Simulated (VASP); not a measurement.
Here is a VASP 6.6.1 calculation.

Contents of POSCAR:

```
PtS2
1.0
    3.5526415794      0.0000000000      0.0000000000
   -1.7763207897      3.0766778583      0.0000000000
    0.0000000000      0.0000000000      5.1227110512
Pt S
1 2
Direct
    0.0000000000      0.0000000000      0.0000000000
    0.3333333333      0.6666666667      0.2392599769
    0.6666666667      0.3333333333      0.7607400231
```

INCAR.step1

```
ALGO = Normal ; EDIFF = 1E-4
ENCUT = 520 ; GGA = PE
ISMEAR = 0 ; LASPH = T
LCHARG = F ; LREAL = F
LWAVE = T ; NBANDS = 18
NELM = 80 ; PREC = Accurate
SIGMA = 0.01
```

File INCAR.step2:

```
ALGO = Normal ; EDIFF = 1E-6
ENCUT = 520 ; ISIF = 2
ISMEAR = 0 ; ISTART = 1
LASPH = T ; LCHARG = F
LMIXTAU = T ; LREAL = F
LWAVE = F ; METAGGA = R2SCAN
NBANDS = 18 ; NELM = 80
PREC = Accurate ; SIGMA = 0.01
```

Contents of KPOINTS:

```
k-points
0
Gamma
  12 12 6
```

Potentials or basis: VASP PAW PBE potentials, release 64 (Pt, S).

Run with:

```console
$ cat potpaw_PBE.64/Pt/POTCAR potpaw_PBE.64/S/POTCAR > POTCAR
$ cp INCAR.step1 INCAR
$ mpirun -np 1 vasp_std > vasp.out
$ cp INCAR.step2 INCAR
$ mpirun -np 1 vasp_std > vasp.out
```

Q: Predict the largest force.

A: 0.049 eV/Å.

Q: Estimate the band gap on the k mesh.

A: 0.87 eV (least direct gap 1.14 eV).

Forces on the atoms (eV/Å):
```
Pt   0.000  0.000  0.000
S    0.000  0.000 -0.049
S    0.000  0.000  0.049
```

Caveat: the PAW data sets were made with another functional, which shifts forces and pressure a little; spin-orbit coupling is left out, which moves the levels of the heavy elements. A k mesh can miss the band edges.
